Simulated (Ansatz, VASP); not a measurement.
# One calculation of Ge, two programs

```
Ge
1.0
     0.05697    2.72309    2.72309
     2.65078   -0.04045    2.82051
     2.65078    2.82051   -0.04045
Ge
2
Direct
  0.51475 0.51558 0.51558
  0.73525 0.73442 0.73442
```

Alike in both runs: task single point; functional PBEsol; k mesh 12 × 12 × 12; occupations gaussian, width 0.1 eV; no spin polarisation.

```csv
,VASP,Ansatz
version,VASP 6.6.1,Ansatz 0.2.0
potentials or method,"VASP PAW PBE potentials, release 64 (Ge_d), cutoff 520 eV","scalar-relativistic, plane waves, PAW"
valence electrons in the cell,28,28
```

Ansatz gave:

| Property | Result |
| --- | --- |
| gap on the k mesh at the Fermi level (eV) | none |
| pressure (GPa) | 15.2 |
| traceless stress, the component that is largest in VASP (GPa) | 17.19 |
| rms of the force components (eV/Å) | 3.572 |

Which values does VASP return?

gap on the k mesh at the Fermi level (eV): none; pressure (GPa): 15.1; traceless stress, the component that is largest in VASP (GPa): 17.20; rms of the force components (eV/Å): 3.583.

VASP's potentials were made for PBE, not for PBEsol. Atom by atom the forces differ by 0.011 eV/Å (rms over components). A gap of «none» marks a metal or a gap that the smearing closes.
